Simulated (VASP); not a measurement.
A run of VASP 6.6.1 is set up as follows.

Contents of INCAR:

```
PREC = Accurate
ENCUT = 500
EDIFF = 1E-6
ISMEAR = 0
SIGMA = 0.016
LREAL = False
LASPH = True
NELM = 120
ALGO = Normal
ISIF = 2
LWAVE = False
LCHARG = False
GGA = PE
NBANDS = 12
GGA_COMPAT = False
```

File KPOINTS:

```
Automatic mesh
0
Gamma
  11 11 11
```

Contents of POSCAR:

```
Nb
1.0
   -1.6639500000      1.6639500000      1.6639500000
    1.6639500000     -1.6639500000      1.6639500000
    1.6639500000      1.6639500000     -1.6639500000
Nb
1
Direct
    0.0000000000      0.0000000000      0.0000000000
```

Potentials or basis: VASP PAW PBE potentials, release 64 (Nb_sv).

The run is started by

```sh
$ cat potpaw_PBE.64/Nb_sv/POTCAR > POTCAR
$ mpirun -np 1 vasp_std > vasp.out
```

Problem. Estimate the pressure.

Solution. -2.1 GPa.
